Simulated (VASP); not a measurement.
# Si (a cell with a defect) in VASP: single point with LDA

Aim: the single point of Si (a cell with a defect) with LDA.

Everything below comes from runs of VASP 6.6.1. Logs are shortened: lines on timing, memory, paths and dates and some standing lists are left out, and cuts for length are marked.

### Step 1. The cell of the first run

The cell holds a defect, 63 atoms: a = 10.860 Å, b = 10.860 Å, c = 10.860 Å, α = 90.00°, β = 90.00°, γ = 90.00°.

### Step 2. Single point, LDA

INCAR reads:

```
SYSTEM = Si
  ALGO = Normal
  EDIFF = 1E-6
  ENCUT = 520
  GGA = CA
  ISIF = 2
  ISMEAR = 0
  LASPH = .TRUE.
  LCHARG = .FALSE.
  LREAL = Auto
  LWAVE = .FALSE.
  NBANDS = 163
  NELECT = 250.0
  NELM = 100
  PREC = Accurate
  SIGMA = 0.05
```

KPOINTS reads:

```
k-points
0
G
  1 1 1
  0 0 0
```

POSCAR reads:

```
Si
1.0
   10.8600000000      0.0000000000      0.0000000000
    0.0000000000     10.8600000000      0.0000000000
    0.0000000000      0.0000000000     10.8600000000
Si
63
Direct
    0.5016655617     -0.0002675875      0.0002675875
    0.6251227440      0.1250548803      0.1248772560
    0.7501008287      0.2498991713     -0.0001008287
    0.8749451197      0.3748772560      0.1248772560
    0.7497324125     -0.0002675875      0.2483344383
    0.8750000000      0.1250000000      0.3750000000
   -0.0001008287      0.0001008287     -0.0001008287
    0.1248772560      0.1249451197      0.1248772560
    0.2483344383      0.2502675875      0.0002675875
    0.3772813996      0.3755526703      0.1255526703
    0.4999313076      0.5000686924     -0.0009361878
    0.6244473297      0.6227186004      0.1255526703
    0.7497324125      0.7516655617      0.0002675875
    0.8750548803      0.8751227440      0.1248772560
    0.2500686924      0.0009361878      0.2500686924
    0.3750000000      0.1250000000      0.3750000000
    0.4999313076      0.2490638122      0.2500686924
    0.6244473297      0.3755526703      0.3727186004
    0.7509361878      0.5000686924      0.2500686924
    0.8750000000      0.6250000000      0.3750000000
    0.4999313076      0.0009361878      0.4999313076
    0.6251227440      0.1249451197      0.6251227440
    0.7497324125      0.2502675875      0.5016655617
    0.8750548803      0.3748772560      0.6251227440
    0.7501008287      0.0001008287      0.7501008287
    0.8750000000      0.1250000000      0.8750000000
    0.0002675875      0.4983344383      0.0002675875
    0.1255526703      0.6272813996      0.1255526703
    0.2500686924      0.7499313076     -0.0009361878
    0.3727186004      0.8744473297      0.1255526703
    0.0002675875      0.2502675875      0.2483344383
    0.1255526703      0.3755526703      0.3772813996
    0.2452753223      0.4952753223      0.2452753223
    0.2452753223      0.7547246777      0.5047246777
    0.5047246777      0.7547246777      0.2452753223
    0.6244473297      0.8744473297      0.3772813996
    0.0002675875     -0.0002675875      0.5016655617
    0.1248772560      0.1250548803      0.6251227440
    0.2500686924      0.2490638122      0.4999313076
    0.3727186004      0.3755526703      0.6244473297
    0.5047246777      0.4952753223      0.5047246777
    0.6244473297      0.6272813996      0.6244473297
    0.7509361878      0.7499313076      0.4999313076
    0.8749451197      0.8751227440      0.6251227440
    0.2483344383     -0.0002675875      0.7497324125
    0.3750000000      0.1250000000      0.8750000000
    0.5016655617      0.2502675875      0.7497324125
    0.6251227440      0.3748772560      0.8750548803
    0.7497324125      0.4983344383      0.7497324125
    0.8750000000      0.6250000000      0.8750000000
   -0.0009361878      0.7499313076      0.2500686924
    0.1255526703      0.8744473297      0.3727186004
   -0.0009361878      0.5000686924      0.4999313076
    0.1255526703      0.6227186004      0.6244473297
    0.3772813996      0.8744473297      0.6244473297
   -0.0001008287      0.2498991713      0.7501008287
    0.1248772560      0.3748772560      0.8749451197
    0.2500686924      0.5000686924      0.7509361878
    0.3750000000      0.6250000000      0.8750000000
    0.4999313076      0.7499313076      0.7509361878
    0.6251227440      0.8751227440      0.8749451197
    0.0002675875      0.7516655617      0.7497324125
    0.1248772560      0.8751227440      0.8750548803
```

Potentials or basis: VASP PAW LDA potentials, release 64 (Si).

On the command line:

```sh
cat potpaw_LDA.64/Si/POTCAR > POTCAR
mpirun -np 1 vasp_gam > vasp.out
```

OUTCAR:

```text
SYSTEM = Si
   EDIFF = 1E-6
   ENCUT = 520
   GGA = CA
   ISIF = 2
   ISMEAR = 0
   LASPH = .TRUE.
   LREAL = Auto
   NELECT = 250.0
   NELM = 100
   PREC = Accurate

 ion  position               nearest neighbor table
   1  0.502  1.000  0.000-   2 2.34  61 2.34  46 2.37  30 2.38
   2  0.625  0.125  0.125-   1 2.34   5 2.34  17 2.35   3 2.35
   3  0.750  0.250  1.000-  26 2.35   4 2.35   2 2.35  48 2.35
   4  0.875  0.375  0.125-  27 2.34  31 2.34  19 2.35   3 2.35
   5  0.750  1.000  0.248-   2 2.34  14 2.34   6 2.37  36 2.38
   6  0.875  0.125  0.375-   5 2.37  23 2.37  31 2.37  37 2.37
[... 55 lines left out ...]
  62  0.000  0.752  0.750-  44 2.34  63 2.34  50 2.37  54 2.38
  63  0.125  0.875  0.875-  45 2.34  62 2.34  29 2.35   7 2.35

  LATTYP: Found a simple cubic cell.
 ALAT       =    10.8600000000

  Lattice vectors:

 A1 = (  10.8600000000,   0.0000000000,   0.0000000000)
 A2 = (   0.0000000000,  10.8600000000,   0.0000000000)
 A3 = (   0.0000000000,   0.0000000000,  10.8600000000)

Analysis of symmetry for initial positions (statically):
=====================================================================
 Subroutine PRICEL returns:
 Original cell was already a primitive cell.

 Routine SETGRP: Setting up the symmetry group for a
 simple cubic supercell.

 Subroutine GETGRP returns: Found 24 space group operations
 (whereof  6 operations were pure point group operations)
 out of a pool of 48 trial point group operations.

The static configuration has the point symmetry C_3v.
 The point group associated with its full space group is T_d .

Analysis of symmetry for dynamics (positions and initial velocities):
=====================================================================
 Subroutine PRICEL returns:
 Original cell was already a primitive cell.

 Routine SETGRP: Setting up the symmetry group for a
 simple cubic supercell.

 Subroutine GETGRP returns: Found 24 space group operations
 (whereof  6 operations were pure point group operations)
 out of a pool of 48 trial point group operations.

The dynamic configuration has the point symmetry C_3v.
 The point group associated with its full space group is T_d .

 Subroutine INISYM returns: Found 24 space group operations
 (whereof  6 operations are pure point group operations),
 and found     1 'primitive' translations

[... 194 lines left out ...]
   EDIFFG = 0.1E-04   stopping-criterion for IOM
   NSW    =      0    number of steps for IOM
   IBRION =     -1    ionic relax: 0-MD 1-quasi-New 2-CG
   NFREE  =      0    steps in history (QN), initial steepest desc. (CG)
   ISIF   =      2    stress and relaxation
   ISYM   =      2    0-nonsym 1-usesym 2-fastsym
   POTIM  = 0.5000    time-step for ionic-motion
   TEBEG  =    0.0;   TEEND  =   0.0 temperature during run
   PSTRESS=    0.0 pullay stress
   NELECT =     250.0000    total number of electrons
   NUPDOWN=      -1.0000    fix difference up-down
   EMIN   =  10.00;   EMAX   =-10.00  energy-range for DOS
   EFERMI =   0.00;   METHOD = LEGACY
   ISMEAR =     0;   SIGMA  =   0.05  broadening in eV -4-tet -1-fermi 0-gaus
   EFERMI_NEDOS =   21; number of points for ismear=-14 and -15
   IALGO  =     38    algorithm
   IMIX   =      4    mixing-type and parameters
     AMIX     =   0.40;   BMIX     =  1.00
     AMIX_MAG =   1.60;   BMIX_MAG =  1.00
  volume/ion in A,a.u.               =      20.33       137.20
  Fermi-wavevector in a.u.,A,eV,Ry     =   0.949639  1.794557 12.269916  0.901813
  Thomas-Fermi vector in A             =   2.077940
   LORBIT       =      0    0 simple, 1 ext, 2 COOP (PROOUT), +10 PAW based schemes
   GGA     = CA    functional components
   LHFCALC =     F    Hartree Fock is set to
   AEXX    =    0.0000 exact exchange contribution
   IVDW    =     0    specifies the selected vdW correction
   LEPSILON=     F    determine dielectric tensor
   LRPA    =     F    only Hartree local field effects (RPA)
 non-spin polarized calculation
 Gauss-broadening in eV      SIGMA  =   0.05
  energy-cutoff  :      520.00
  volume of cell :     1280.82
 maximum number of plane-waves:     17229
 NGX is ok and might be reduce to    84
   NGX = 41   NGY = 41   NGZ = 41

 number of electron     249.9999975 magnetization

 Free energy of the ion-electron system (eV)
  ---------------------------------------------------
  ext. energy  EPLUGINS =         0.00000000
  ---------------------------------------------------
  free energy    TOTEN  =      -377.66318767 eV

  energy without entropy =     -377.66318767  energy(sigma->0) =     -377.66318767

 E-fermi :   5.5982     XC(G=0):  -9.5034

 val. band max:        5.3419614601   @ k =   0.0000   0.0000   0.0000
 cond. band min:       6.2292166831   @ k =   0.0000   0.0000   0.0000
 fundamental gap:      0.8872552229
 Fermi energy:         5.5982107696

 k-point     1 :       0.0000    0.0000    0.0000
  band No.  band energies     occupation
      1      -6.2783      2.00000
      2      -5.2373      2.00000
      3      -5.2373      2.00000
      4      -5.2373      2.00000
      5      -5.2210      2.00000
      6      -5.2210      2.00000
[... 129 lines left out ...]
    136       6.7167      0.00000
    137       6.7559      0.00000
 [bands above 137 left out]

------------------------ aborting loop because EDIFF is reached ----------------------------------------

  FORCE on cell =-STRESS in cart. coord.  units (eV):
  Direction    XX          YY          ZZ          XY          YZ          ZX
  --------------------------------------------------------------------------------------
  -------------------------------------------------------------------------------------
  Total      -26.8584135    -26.8584135    -26.8584135      0.0000000     -0.0000000      0.0000000
  in kB      -33.5970745    -33.5970745    -33.5970745      0.0000000     -0.0000000      0.0000000
  external PRESSURE =     -33.5970745 kB  Pullay stress =       0.0000000 kB

 VOLUME and BASIS-vectors are now :
 -----------------------------------------------------------------------------
  energy-cutoff  :      520.00
  volume of cell :     1280.82
      direct lattice vectors                 reciprocal lattice vectors
    10.860000000  0.000000000  0.000000000     0.092081031  0.000000000  0.000000000
     0.000000000 10.860000000  0.000000000     0.000000000  0.092081031  0.000000000
     0.000000000  0.000000000 10.860000000     0.000000000  0.000000000  0.092081031

 POSITION                                       TOTAL-FORCE (eV/Angst)
 -----------------------------------------------------------------------------------
      5.44809     10.85709      0.00291        -0.003635     -0.005983      0.005983
      6.78883      1.35810      1.35617        -0.009790     -0.003676      0.009790
      8.14609      2.71391     10.85891         0.009791     -0.009791     -0.009791
      9.50190      4.07117      1.35617         0.003676      0.009790      0.009790
      8.14209     10.85709      2.69691        -0.005983     -0.005983      0.003635
      9.50250      1.35750      4.07250         0.000000     -0.000000     -0.000000
[... 55 lines left out ...]
      0.00291      8.16309      8.14209         0.005983     -0.003635     -0.005983
      1.35617      9.50383      9.50310         0.009790     -0.009790     -0.003676
 -----------------------------------------------------------------------------------
    total drift:                               -0.000000     -0.000000     -0.000000

  FREE ENERGIE OF THE ION-ELECTRON SYSTEM (eV)
  ---------------------------------------------------
  free  energy   TOTEN  =      -377.6631876714 eV

  energy  without entropy=     -377.6631876714  energy(sigma->0) =     -377.66318767
```

It took 4.4 min on 1 thread of Intel Xeon Platinum 8259CL at 2.50GHz (Skylake/Cascade Lake), shared host; peak memory 0.68 GiB.

Results:

```
Free energy   : -377.6632 eV
Largest force : 0.017 eV/Å
```

Forces in eV/Å, atoms in the order of the input:
```
Si  -0.004 -0.006  0.006
Si  -0.010 -0.004  0.010
Si   0.010 -0.010 -0.010
Si   0.004  0.010  0.010
Si  -0.006 -0.006  0.004
Si   0.000  0.000  0.000
Si  -0.010  0.010 -0.010
Si   0.010  0.004  0.010
Si   0.004  0.006  0.006
Si   0.004 -0.005 -0.005
Si  -0.005  0.005  0.005
Si   0.005 -0.004 -0.005
Si  -0.006 -0.004  0.006
Si  -0.004 -0.010  0.010
Si   0.005 -0.005  0.005
Si   0.000  0.000  0.000
Si  -0.005  0.005  0.005
Si   0.005 -0.005 -0.004
Si  -0.005  0.005  0.005
Si   0.000  0.000  0.000
Si  -0.005 -0.005 -0.005
Si  -0.010  0.004 -0.010
Si  -0.006  0.006 -0.004
Si  -0.004  0.010 -0.010
Si   0.010  0.010  0.010
Si   0.000  0.000  0.000
Si   0.006  0.004  0.006
Si  -0.005  0.004 -0.005
Si   0.005 -0.005  0.005
Si  -0.004  0.005 -0.005
Si   0.006  0.006  0.004
Si  -0.005 -0.005  0.004
Si  -0.001 -0.001 -0.001
Si  -0.001  0.001  0.001
Si   0.001  0.001 -0.001
Si   0.005  0.005  0.004
Si   0.006 -0.006 -0.004
Si   0.010 -0.004 -0.010
Si   0.005  0.005 -0.005
Si  -0.004 -0.005  0.005
Si   0.001 -0.001  0.001
Si   0.005  0.004  0.005
Si  -0.005 -0.005 -0.005
Si   0.004 -0.010 -0.010
Si   0.004 -0.006 -0.006
Si   0.000  0.000  0.000
Si  -0.004  0.006 -0.006
Si  -0.010  0.010 -0.004
Si  -0.006  0.004 -0.006
Si   0.000  0.000  0.000
Si   0.005 -0.005  0.005
Si  -0.005  0.005 -0.004
Si   0.005  0.005 -0.005
Si  -0.005 -0.004  0.005
Si   0.004  0.005  0.005
Si  -0.010 -0.010  0.010
Si   0.010  0.010  0.004
Si   0.005  0.005 -0.005
Si   0.000  0.000  0.000
Si  -0.005 -0.005 -0.005
Si  -0.010 -0.010  0.004
Si   0.006 -0.004 -0.006
Si   0.010 -0.010 -0.004
```

Levels at points of the mesh, in eV from the Fermi level:
| k point | band 122 | band 123 | band 124 | band 125 | band 126 | band 127 | band 128 | band 129 |
| --- | --- | --- | --- | --- | --- | --- | --- | --- |
| (0.00, 0.00, 0.00) | -1.14 | -0.26 | -0.26 | -0.26 | 0.63 | 0.63 | 0.63 | 0.73 |

Caveat: the k points lie up to 0.58 Å⁻¹ apart; the cell carries a net charge on a neutralising background, which shifts energy and pressure; the cell is charged against a uniform background, so pressure and absolute levels hang on convention.
